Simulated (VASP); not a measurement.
Te:

```
CELL_PARAMETERS angstrom
4.45400 0.00000 0.00000
-2.22700 3.85728 0.00000
0.00000 0.00000 5.92400
ATOMIC_POSITIONS crystal
Te 0.26900 0.00000 0.33333
Te 0.00000 0.26900 0.66667
Te 0.73100 0.73100 0.00000
```

| Item | Value |
| --- | --- |
| Program | VASP 6.6.1 |
| Task | relaxation of volume and atoms at fixed shape |
| Functional | LDA |
| Potentials or basis | VASP PAW LDA potentials, release 64 (Te) |
| Cutoff | 600 eV |
| k mesh | 11 × 11 × 7 |
| Occupations | methfessel-paxton, width 0.02 eV |
| Spin | no spin polarisation |

At the start: pressure -1.8 GPa; volume 33.93 Å³/atom.

Task: How do energy, volume and symmetry change on relaxing?

Result: Over 8 steps the energy falls by 17.7 meV/atom and the volume is 31.72 Å³/atom (-6.5 %); space group P3_121 (No. 152, to 0.1 Å) before and after.

Step by step:
```csv
step,energy change (eV),largest force (eV/Å),pressure (GPa),volume (Å³)
1,0.0000,0.0868,-1.85,101.78
2,-0.0193,0.3731,1.07,96.12
3,-0.0241,0.2827,0.10,97.80
4,-0.0341,0.2279,0.10,97.18
5,-0.0508,0.0848,0.25,95.32
6,-0.0524,0.0368,0.36,94.59
7,-0.0504,0.0478,-0.71,96.27
8,-0.0531,0.0072,-0.01,95.16
```

Final structure:
```
Te
1.0
     4.35529    0.00000    0.00000
    -2.17764    3.77179    0.00000
     0.00000    0.00000    5.79271
Te
3
Direct
  0.28590 0.00000 0.33333
  0.00000 0.28590 0.66667
  0.71410 0.71410 0.00000
```
